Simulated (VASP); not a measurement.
Write the native input for VASP 6.6.1 that does the following.

```yaml
Task: single point
Functional: r2SCAN
Potentials_or_basis: VASP PAW PBE potentials, release 64 (C, Si)
Cutoff: 520 eV
k_mesh: 6 × 6 × 4
Occupations: fermi-dirac, width 0.02 eV
Spin: no spin polarisation
Dipole_correction: no
Further_INCAR_settings: ALGO = Normal; EDIFF = 1e-06; NBANDS = 16
```

The system is Si3C.

```
C Si
1.0
     3.36175    0.00000    0.00000
     0.00000    3.36175    0.00000
     0.00000    0.00000    4.89836
C Si
1 3
Direct
  0.00000 0.00000 0.00000
  0.00000 0.50000 0.20320
  0.50000 0.50000 0.50000
  0.50000 0.00000 0.79680
```

This cell differs from its parent crystal: volume changed by -6%.

The input as run:

POSCAR

```
Si3C
1.0
    3.3617535959      0.0000000000      0.0000000000
    0.0000000000      3.3617535959      0.0000000000
    0.0000000000      0.0000000000      4.8983553087
C Si
1 3
Direct
    0.0000000000      0.0000000000      0.0000000000
    0.0000000000      0.5000000000      0.2031984769
    0.5000000000      0.5000000000      0.5000000000
    0.5000000000      0.0000000000      0.7968015231
```

INCAR.step1

```
PREC = Accurate
ENCUT = 520
ISMEAR = -1
SIGMA = 0.02
LREAL = False
LASPH = True
NELM = 80
NBANDS = 16
GGA = PE
ALGO = Normal
EDIFF = 1E-4
LWAVE = True
LCHARG = False
```

INCAR.step2

```
PREC = Accurate
ENCUT = 520
EDIFF = 1E-6
ISMEAR = -1
SIGMA = 0.02
LREAL = False
LASPH = True
NELM = 80
ALGO = Normal
ISIF = 2
LWAVE = False
LCHARG = False
METAGGA = R2SCAN
LMIXTAU = True
NBANDS = 16
ISTART = 1
```

KPOINTS

```
Automatic mesh
0
Gamma
  6 6 4
```

Potentials or basis: VASP PAW PBE potentials, release 64 (C, Si).

Command:

```console
$ cat potpaw_PBE.64/C/POTCAR potpaw_PBE.64/Si/POTCAR > POTCAR
$ cp INCAR.step1 INCAR
$ mpirun -np 1 vasp_std > vasp.out
$ cp INCAR.step2 INCAR
$ mpirun -np 1 vasp_std > vasp.out
```

It gave:

```yaml
Pressure: 9.5 GPa
Largest_force: 0.388 eV/Å
Band_gap_on_the_k_mesh: zero (band 8 reaches 8.59 eV, above the bottom of band 9 at 8.27 eV)
```

Caveat: the PAW data sets were made with another functional, which shifts forces and pressure a little.

Run time: 35 s on 1 thread of Intel(R) Xeon(R) 6975P-C (Granite Rapids) (shared host), peak memory 0.17 GiB.
